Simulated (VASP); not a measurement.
## Be: single point with PBE0

The system is Be.

```
Be
1.0
     2.28530    0.00000    0.00000
    -1.14265    1.97913    0.00000
     0.00000    0.00000    3.58420
Be
2
Cartesian
  1.1427 0.6597 2.6882
  0.0000 1.3194 0.8961
```

```json
{"Program": "VASP 6.6.1", "Task": "single point", "Functional": "PBE0", "Potentials or basis": "VASP PAW PBE potentials, release 64 (Be)", "Cutoff": "520 eV", "k mesh": "8 × 8 × 4", "Occupations": "fermi-dirac, width 0.05 eV", "Spin": "no spin polarisation", "Dipole correction": "no", "Grid for exact exchange (PRECFOCK)": "Normal", "Further INCAR settings": "ALGO = Normal; EDIFF = 1e-06; NBANDS = 9", "Share of exact exchange": "0.25"}
```

```yaml
Pressure: -3.5 GPa
Band_gap_on_the_k_mesh: zero (bands 2 and 3 overlap by 0.69 eV)
```

Stress tensor (GPa, compression positive):
```
-6.41  0.00  0.00
 0.00 -6.41  0.00
 0.00  0.00  2.29
```

Levels at points of the mesh, in eV from the Fermi level:
```tsv
k point	band 1	band 2	band 3	band 4	band 5	band 6	band 7
(0.00, 0.00, 0.00)	-14.16	-6.30	0.91	16.48	16.48	19.35	19.35
(0.50, 0.00, 0.00)	-6.89	-4.93	3.58	6.50	6.98	9.76	10.28
(0.00, 0.00, 0.50)	-11.72	-11.72	11.15	11.15	18.17	18.17	18.17
(0.50, 0.00, 0.50)	-5.36	-5.36	1.27	1.27	12.44	12.44	15.97
```

It took 8.2 min on 1 thread of Intel Xeon 8259CL (shared host), peak memory 0.13 GiB.

Caveat: the k points lie up to 0.44 Å⁻¹ apart, too coarse for converged energies and pressures of a metal; the PAW data sets were made with another functional, which shifts forces and pressure a little.
